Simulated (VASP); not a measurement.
**Al4SbP3: single point with r2SCAN**

Al4SbP3:

```
CELL_PARAMETERS angstrom
4.03658 0.00000 0.00000
0.00000 4.03658 0.00000
0.00000 0.00000 11.39450
ATOMIC_POSITIONS crystal
P 0.00000 0.00000 0.23502
P 0.50000 0.50000 0.00000
P 0.00000 0.00000 0.76498
Al 0.00000 0.50000 0.11737
Al 0.50000 0.00000 0.88263
Al 0.00000 0.50000 0.64704
Al 0.50000 0.00000 0.35296
Sb 0.50000 0.50000 0.50000
```

This cell differs from its parent crystal: volume changed by +3%.

| Item | Value |
| --- | --- |
| Program | VASP 6.6.1 |
| Task | single point |
| Functional | r2SCAN |
| Potentials or basis | VASP PAW PBE potentials, release 64 (P, Al, Sb) |
| Cutoff | 520 eV |
| k mesh | 6 × 6 × 2 |
| Occupations | gaussian, width 0.01 eV |
| Spin | no spin polarisation |
| Dipole correction | no |
| Further INCAR settings | ALGO = Normal; EDIFF = 1e-06; NBANDS = 26 |

```json
{
  "Pressure": "-2.4 GPa",
  "Largest force": "0.015 eV/Å",
  "Band gap on the k mesh": "1.04 eV, indirect (least direct gap 1.23 eV)"
}
```

Forces in eV/Å, atoms in the order of the input:
```
P    0.000  0.000 -0.009
P    0.000  0.000  0.000
P    0.000  0.000  0.009
Al   0.000  0.000 -0.003
Al   0.000  0.000  0.003
Al   0.000  0.000  0.015
Al   0.000  0.000 -0.015
Sb   0.000  0.000  0.000
```

Levels at points of the mesh, in eV from the valence-band top:
```csv
k point,band 12,band 13,band 14,band 15,band 16,band 17,band 18,band 19,band 20,band 21
"(0.00, 0.00, 0.00)",-1.69,-1.69,-0.64,-0.11,-0.11,1.11,1.67,2.00,2.41,2.65
"(0.50, 0.00, 0.00)",-1.95,-1.90,-1.44,-1.38,0.00,1.84,2.11,2.87,3.59,4.02
"(0.50, 0.50, 0.00)",-3.39,-2.86,-2.68,-2.68,-2.48,1.04,1.49,1.95,1.95,3.97
"(0.00, 0.00, 0.50)",-1.78,-1.49,-1.49,-0.26,-0.26,1.31,1.51,2.21,2.34,3.10
"(0.50, 0.00, 0.50)",-2.29,-1.95,-1.95,-1.91,0.00,2.50,2.62,2.63,3.52,3.75
"(0.50, 0.50, 0.50)",-3.23,-3.03,-3.03,-3.03,-2.74,2.06,2.26,2.30,2.59,2.90
```

It used 630 s of CPU time on 1 thread of AMD EPYC 7R13 Processor (Zen 3), with other jobs on the host.

Caveat: the PAW data sets were made with another functional, which shifts forces and pressure a little; spin-orbit coupling is left out, which moves the levels of the heavy elements. A k mesh can miss the band edges.
